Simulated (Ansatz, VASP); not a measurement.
**One calculation of SrTiO3, two programs**

The input POSCAR:

```
SrTiO3
1.0
    3.9068515030      0.0000000000      0.0000000000
    0.0000000000      3.9068515030      0.0000000000
    0.0000000000      0.0000000000      3.9068515030
Sr Ti O
1 1 3
Direct
    0.0000000000      0.0000000000      0.0000000000
    0.5000000000      0.5000000000      0.5000000000
    0.5000000000      0.0000000000      0.5000000000
    0.5000000000      0.5000000000      0.0000000000
    0.0000000000      0.5000000000      0.5000000000
```

File INCAR.step1:

```
PREC = Accurate ; ENCUT = 520
ISMEAR = 0 ; SIGMA = 0.01
LREAL = F ; LASPH = T
NELM = 80 ; NBANDS = 28
GGA = PE ; ALGO = Normal
EDIFF = 1E-4 ; LWAVE = T
LCHARG = F
```

The input INCAR.step2:

```
PREC = Accurate ; ENCUT = 520
EDIFF = 1E-7 ; ISMEAR = 0
SIGMA = 0.01 ; LREAL = F
LASPH = T ; NELM = 80
ALGO = Normal ; ISIF = 2
LWAVE = F ; LCHARG = F
METAGGA = R2SCAN ; LMIXTAU = T
NBANDS = 28 ; ISTART = 1
```

File KPOINTS:

```
Automatic mesh
0
Gamma
  6 6 6
```

Input for Ansatz:

```yaml
crystal:
  lattice:
    - [3.906851503, 0.0, 0.0]
    - [0.0, 3.906851503, 0.0]
    - [0.0, 0.0, 3.906851503]
  atoms:
    - { symbol: Sr, position: [0.0, 0.0, 0.0] }
    - { symbol: Ti, position: [0.5, 0.5, 0.5] }
    - { symbol: O, position: [0.5, 0.0, 0.5] }
    - { symbol: O, position: [0.5, 0.5, 0.0] }
    - { symbol: O, position: [0.0, 0.5, 0.5] }
kpoints:
  mp_grid: { grid: [6, 6, 6] }
  band_path:
    path: [[0.0, 0.0, 0.0], [0.0, 0.5, 0.0], [0.5, 0.5, 0.0], [0.5, 0.5, 0.5]]
    npoints: 1
hamiltonian:
  xc: r2scan
scf:
  occupations: { method: fixed }
  n_extra_bands: 5
output:
  forces: true
  stress: true
  eigenvalues: true
```

Alike in both runs: task single point; functional r2SCAN; k mesh 6 × 6 × 6; no spin polarisation.

|  | VASP | Ansatz |
| --- | --- | --- |
| version | VASP 6.6.1 | Ansatz 0.2.0 |
| potentials or method | VASP PAW PBE potentials, release 64 (Sr_sv, Ti_sv, O) | plane waves, PAW |
| plane-wave cutoff (eV) | 520 | 500 |
| occupations | gaussian, width 0.01 eV | fixed |
| valence electrons in the cell | 40 | 40 |

```csv
,VASP,Ansatz,Ansatz less VASP
gap on the k mesh at the Fermi level (eV),2.27,2.26,-0.012
pressure (GPa),0.9,0.0,-0.92
```

VASP's potentials were made for PBE, not for r2SCAN.
